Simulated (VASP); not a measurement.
# SiC (Moissanite) (P6_3mc) in VASP: single point with LDA

Aim: the single point of SiC (Moissanite) with LDA.

Program: VASP 6.6.1. These are calculated values, not measurements. Logs are shortened: lines on timing, memory, paths and dates and some standing lists are left out, and cuts for length are marked.

## Step 1: The cell of the first run

Symmetry: P6_3mc, No. 186, hexagonal system. Conventional cell: a = 3.076 Å, b = 3.076 Å, c = 5.048 Å, α = 90.00°, β = 90.00°, γ = 120.00°. Si (site symmetry 3m) has 4 C at 1.87 to 1.94 Å within 2.5 Å. Within 2.5 Å of C (site symmetry 3m) lie 4 Si at 1.87 to 1.94 Å.

## Step 2: Single point, LDA

File INCAR:

```
PREC     = Accurate       # precision mode
ENCUT    = 600            # plane-wave cutoff, eV
EDIFF    = 1E-6           # SCF threshold, eV
ISMEAR   = -1             # smearing method
SIGMA    = 0.1            # smearing width, eV
LREAL    = F              # projectors in reciprocal space
LASPH    = T              # aspherical terms in the spheres
NELM     = 120            # most SCF steps
ALGO     = Normal         # electronic algorithm
ISIF     = 2              # what is computed and relaxed
LWAVE    = F              # write WAVECAR
LCHARG   = F              # write CHGCAR
GGA      = CA             # functional
NBANDS   = 16             # bands
GGA_COMPAT= F
```

File KPOINTS:

```
Automatic mesh
0
Gamma
  8 8 5
```

File POSCAR:

```
SiC
1.0
    3.0760000000      0.0000000000      0.0000000000
   -1.5380000000      2.6638941420      0.0000000000
    0.0000000000      0.0000000000      5.0480000000
Si C
2 2
Direct
    0.3333330000      0.6666670000      0.0000000000
    0.6666670000      0.3333330000      0.5000000000
    0.3333330000      0.6666670000      0.3850000000
    0.6666670000      0.3333330000      0.8850000000
```

Potentials or basis: VASP PAW LDA potentials, release 64 (Si, C).

Started as:

```bash
$ cat potpaw_LDA.64/Si/POTCAR potpaw_LDA.64/C/POTCAR > POTCAR
$ mpirun -np 1 vasp_std > vasp.out
```

OUTCAR:

```text
PREC = Accurate
   ENCUT = 600
   EDIFF = 1E-6
   ISMEAR = -1
   LREAL = F
   LASPH = T
   NELM = 120
   ISIF = 2
   GGA = CA

 ion  position               nearest neighbor table
   1  0.333  0.667  0.000-   4 1.87   4 1.87   4 1.87   3 1.94   2 3.09   2 3.09   2 3.09   2 3.09
                             2 3.09   2 3.09
   2  0.667  0.333  0.500-   3 1.87   3 1.87   3 1.87   4 1.94   1 3.09   1 3.09   1 3.09   1 3.09
                             1 3.09   1 3.09
   3  0.333  0.667  0.385-   2 1.87   2 1.87   2 1.87   1 1.94
   4  0.667  0.333  0.885-   1 1.87   1 1.87   1 1.87   2 1.94

  LATTYP: Found a hexagonal cell.
 ALAT       =     3.0760000000
 C/A-ratio  =     1.6410923277

  Lattice vectors:

 A1 = (   3.0760000000,   0.0000000000,   0.0000000000)
 A2 = (  -1.5380000000,   2.6638941420,   0.0000000000)
 A3 = (   0.0000000000,   0.0000000000,   5.0480000000)

Analysis of symmetry for initial positions (statically):
=====================================================================
 Subroutine PRICEL returns:
 Original cell was already a primitive cell.

 Routine SETGRP: Setting up the symmetry group for a
 hexagonal supercell.

 Subroutine GETGRP returns: Found 12 space group operations
 (whereof  6 operations were pure point group operations)
 out of a pool of 24 trial point group operations.

The static configuration has the point symmetry C_3v.
 The point group associated with its full space group is C_6v.

Analysis of symmetry for dynamics (positions and initial velocities):
=====================================================================
 Subroutine PRICEL returns:
 Original cell was already a primitive cell.

 Routine SETGRP: Setting up the symmetry group for a
 hexagonal supercell.

 Subroutine GETGRP returns: Found 12 space group operations
 (whereof  6 operations were pure point group operations)
 out of a pool of 24 trial point group operations.

The dynamic configuration has the point symmetry C_3v.
 The point group associated with its full space group is C_6v.

 Subroutine INISYM returns: Found 12 space group operations
 (whereof  6 operations are pure point group operations),
 and found     1 'primitive' translations

----------------------------------------------------------------------------------------

                                     Primitive cell

  volume of cell :      41.3640

  direct lattice vectors                    reciprocal lattice vectors
     3.076000000  0.000000000  0.000000000     0.325097529  0.187695146  0.000000000
    -1.538000000  2.663894142  0.000000000     0.000000000  0.375390292  0.000000000
     0.000000000  0.000000000  5.048000000     0.000000000  0.000000000  0.198098257

  length of vectors
     3.076000000  3.076000000  5.048000000     0.375390292  0.375390292  0.198098257

  position of ions in fractional coordinates (direct lattice)
     0.333333000  0.666667000  0.000000000
     0.666667000  0.333333000  0.500000000
     0.333333000  0.666667000  0.385000000
     0.666667000  0.333333000  0.885000000

  ion indices of the primitive-cell ions
   primitive index   ion index
                 1           1
                 2           2
                 3           3
                 4           4

----------------------------------------------------------------------------------------

 KPOINTS: Automatic mesh

Automatic generation of k-mesh.
 Grid dimensions read from file:
 generate k-points for:    8    8    5

 Generating k-lattice:

  Cartesian coordinates                     Fractional coordinates (reciprocal lattice)
     0.040637191  0.023461893  0.000000000     0.125000000  0.000000000  0.000000000
     0.000000000  0.046923787  0.000000000     0.000000000  0.125000000  0.000000000
     0.000000000  0.000000000  0.039619651     0.000000000  0.000000000  0.200000000

  Length of vectors
     0.046923787  0.046923787  0.039619651

  Shift w.r.t. Gamma in fractional coordinates (k-lattice)
     0.000000000  0.000000000  0.000000000

 Subroutine IBZKPT returns following result:
 ===========================================

 Found     30 irreducible k-points:

 Following reciprocal coordinates:
            Coordinates               Weight
  0.000000  0.000000  0.000000      1.000000
  0.125000  0.000000  0.000000      6.000000
  0.250000  0.000000  0.000000      6.000000
  0.375000  0.000000  0.000000      6.000000
  0.500000  0.000000  0.000000      3.000000
  0.125000  0.125000  0.000000      6.000000
[... 16 lines left out ...]
  0.250000  0.000000  0.400000     12.000000
  0.375000  0.000000  0.400000     12.000000
 [... further k-points ...]
   k-points           NKPTS =     30   k-points in BZ     NKDIM =     30   number of bands    NBANDS=     16
   number of dos      NEDOS =    301   number of ions     NIONS =      4
   total plane-waves  NPLWV =  31360
   dimension x,y,z NGX =    28 NGY =   28 NGZ =   40
   dimension x,y,z NGXF=    56 NGYF=   56 NGZF=   80
   ions per type =               2   2
   NGX,Y,Z   is equivalent  to a cutoff of  15.13, 15.13, 13.17 a.u.
   NGXF,Y,Z  is equivalent  to a cutoff of  30.27, 30.27, 26.35 a.u.
 SYSTEM =  unknown system
   PREC   = accura    normal or accurate (medium, high low for compatibility)
   ISTART =      0    job   : 0-new  1-cont  2-samecut
   ICHARG =      2    charge: 1-file 2-atom 10-const
   ISPIN  =      1    spin polarized calculation?
   LNONCOLLINEAR =      F non collinear calculations
   LSORBIT =      F    spin-orbit coupling
   LASPH  =      T    aspherical Exc in radial PAW
   ENCUT  =  600.0 eV  44.10 Ry    6.64 a.u.   6.14  6.14 10.08*2*pi/ulx,y,z
   NELM   =    120;   NELMIN=  2; NELMDL= -5     # of ELM steps
   EDIFF  = 0.1E-05   stopping-criterion for ELM
   LREAL  =      F    real-space projection
   EDIFFG = 0.1E-04   stopping-criterion for IOM
   NSW    =      0    number of steps for IOM
   IBRION =     -1    ionic relax: 0-MD 1-quasi-New 2-CG
   NFREE  =      0    steps in history (QN), initial steepest desc. (CG)
   ISIF   =      2    stress and relaxation
   ISYM   =      2    0-nonsym 1-usesym 2-fastsym
   POTIM  = 0.5000    time-step for ionic-motion
   TEBEG  =    0.0;   TEEND  =   0.0 temperature during run
   PSTRESS=    0.0 pullay stress
   NELECT =      16.0000    total number of electrons
   NUPDOWN=      -1.0000    fix difference up-down
   EMIN   =  10.00;   EMAX   =-10.00  energy-range for DOS
   EFERMI =   0.00;   METHOD = LEGACY
   ISMEAR =    -1;   SIGMA  =   0.10  broadening in eV -4-tet -1-fermi 0-gaus
   EFERMI_NEDOS =   21; number of points for ismear=-14 and -15
   IALGO  =     38    algorithm
   IMIX   =      4    mixing-type and parameters
     AMIX     =   0.40;   BMIX     =  1.00
     AMIX_MAG =   1.60;   BMIX_MAG =  1.00
  volume/ion in A,a.u.               =      10.34        69.78
  Fermi-wavevector in a.u.,A,eV,Ry     =   1.192817  2.254098 19.358549  1.422813
  Thomas-Fermi vector in A             =   2.328847
   LORBIT       =      0    0 simple, 1 ext, 2 COOP (PROOUT), +10 PAW based schemes
   GGA     = CA    functional components
   LHFCALC =     F    Hartree Fock is set to
   AEXX    =    0.0000 exact exchange contribution
   IVDW    =     0    specifies the selected vdW correction
   LEPSILON=     F    determine dielectric tensor
   LRPA    =     F    only Hartree local field effects (RPA)
 non-spin polarized calculation
  energy-cutoff  :      600.00
  volume of cell :       41.36
 maximum number of plane-waves:      1393
 NGX is ok and might be reduce to    28
   NGX = 13   NGY = 13   NGZ = 21

 number of electron      16.0000001 magnetization

 Free energy of the ion-electron system (eV)
  ---------------------------------------------------
  ext. energy  EPLUGINS =         0.00000000
  ---------------------------------------------------
  free energy    TOTEN  =       -33.23534119 eV

  energy without entropy =      -33.23534083  energy(sigma->0) =      -33.23534101

 E-fermi :   9.5159     XC(G=0): -11.5494

 val. band max:        8.3591787115   @ k =   0.0000   0.0000   0.0000
 cond. band min:      10.8167763653   @ k =   0.3750   0.2500   0.0000
 fundamental gap:      2.4575976538
 Fermi energy:         9.5159434943

 k-point     1 :       0.0000    0.0000    0.0000
  band No.  band energies     occupation
      1      -7.2729      2.00000
      2      -3.7208      2.00000
      3      -0.3516      2.00000
      4       6.8073      2.00000
      5       6.8074      2.00000
      6       8.0867      2.00000
[... 8 lines left out ...]
     15      16.9569      0.00000
     16      19.5261      0.00000

 k-point     2 :       0.1250    0.0000    0.0000
  band No.  band energies     occupation
      1      -7.0011      2.00000
      2      -3.4869      2.00000
      3      -0.1000      2.00000
      4       5.4433      2.00000
      5       6.3785      2.00000
      6       7.1520      2.00000
[... 8 lines left out ...]
     15      17.6031      0.00000
     16      18.0081      0.00000

 k-point     3 :       0.2500    0.0000    0.0000
  band No.  band energies     occupation
      1      -6.2024      2.00000
      2      -2.8354      2.00000
      3       0.5888      2.00000
      4       3.0254      2.00000
      5       5.1778      2.00000
      6       5.6097      2.00000
[... 8 lines left out ...]
     15      18.0746      0.00000
     16      18.8356      0.00000

 k-point     4 :       0.3750    0.0000    0.0000
  band No.  band energies     occupation
      1      -4.9587      2.00000
      2      -2.1301      2.00000
      3       0.5610      2.00000
      4       2.1111      2.00000
      5       3.1176      2.00000
      6       5.0253      2.00000
[... 8 lines left out ...]
     15      19.1662      0.00000
     16      19.9724      0.00000
[... 324 lines left out ...]
 k-point    22 :       0.1250    0.0000    0.4000
  band No.  band energies     occupation
      1      -6.2341      2.00000
      2      -5.3192      2.00000
      3       2.9065      2.00000
      4       5.0639      2.00000
      5       6.0260      2.00000
      6       6.6834      2.00000
[... 8 lines left out ...]
     15      17.0217      0.00000
     16      18.2922      0.00000

 k-point    23 :       0.2500    0.0000    0.4000
  band No.  band energies     occupation
      1      -5.4517      2.00000
      2      -4.5625      2.00000
      3       2.6938      2.00000
      4       3.7222      2.00000
      5       4.4590      2.00000
      6       6.1343      2.00000
[... 8 lines left out ...]
     15      18.1486      0.00000
     16      18.6921      0.00000

 k-point    24 :       0.3750    0.0000    0.4000
  band No.  band energies     occupation
      1      -4.2526      2.00000
      2      -3.4454      2.00000
      3       0.8009      2.00000
      4       1.5603      2.00000
      5       4.8657      2.00000
      6       5.5823      2.00000
[... 8 lines left out ...]
     15      19.3653      0.00000
     16      19.9292      0.00000

 [... further k-points ...]
[... 5 lines left out ...]
  --------------------------------------------------------------------------------------
  -------------------------------------------------------------------------------------
  Total       -0.6015830     -0.6015830     -1.7049971      0.0000000      0.0000000      0.0000000
  in kB      -23.3014805    -23.3014805    -66.0406879      0.0000000      0.0000000      0.0000000
  external PRESSURE =     -37.5478829 kB  Pullay stress =       0.0000000 kB

 VOLUME and BASIS-vectors are now :
 -----------------------------------------------------------------------------
  energy-cutoff  :      600.00
  volume of cell :       41.36
      direct lattice vectors                 reciprocal lattice vectors
     3.076000000  0.000000000  0.000000000     0.325097529  0.187695146  0.000000000
    -1.538000000  2.663894142  0.000000000     0.000000000  0.375390292  0.000000000
     0.000000000  0.000000000  5.048000000     0.000000000  0.000000000  0.198098257

 POSITION                                       TOTAL-FORCE (eV/Angst)
 -----------------------------------------------------------------------------------
     -0.00000      1.77593      0.00000        -0.000000      0.000000      0.733962
      1.53800      0.88796      2.52400        -0.000000     -0.000000      0.733962
     -0.00000      1.77593      1.94348         0.000000     -0.000000     -0.733962
      1.53800      0.88796      4.46748        -0.000000      0.000000     -0.733962
 -----------------------------------------------------------------------------------
    total drift:                               -0.000415      0.000239     -0.000182

  FREE ENERGIE OF THE ION-ELECTRON SYSTEM (eV)
  ---------------------------------------------------
  free  energy   TOTEN  =       -33.2353411880 eV

  energy  without entropy=      -33.2353408281  energy(sigma->0) =      -33.23534101
```

Wall time 11 s (1 thread of Intel Xeon Platinum 8559C (Emerald Rapids), shared host); peak memory 0.15 GiB.

Results:

- Free energy: -33.2353 eV
- Pressure: -3.8 GPa
- Largest force: 0.734 eV/Å
- Band gap on the k mesh: 2.46 eV, indirect (least direct gap 3.98 eV)

Forces on the atoms (eV/Å):
```
Si   0.000  0.000  0.734
Si   0.000  0.000  0.734
C    0.000  0.000 -0.734
C    0.000  0.000 -0.734
```

Stress tensor (GPa, compression positive):
```
-2.33  0.00  0.00
 0.00 -2.33  0.00
 0.00  0.00 -6.60
```

Levels at points of the mesh, in eV from the valence-band top:
| k point | band 4 | band 5 | band 6 | band 7 | band 8 | band 9 | band 10 | band 11 | band 12 | band 13 |
| --- | --- | --- | --- | --- | --- | --- | --- | --- | --- | --- |
| (0.00, 0.00, 0.00) | -1.55 | -1.55 | -0.27 | -0.27 | 0.00 | 4.59 | 6.04 | 6.40 | 6.40 | 7.46 |
| (0.50, 0.00, 0.00) | -6.53 | -5.44 | -3.54 | -3.29 | -1.48 | 2.49 | 4.12 | 6.67 | 7.12 | 9.58 |

A k mesh can miss the band edges. A hybrid or GW would open this gap; LDA tends to underestimate it.
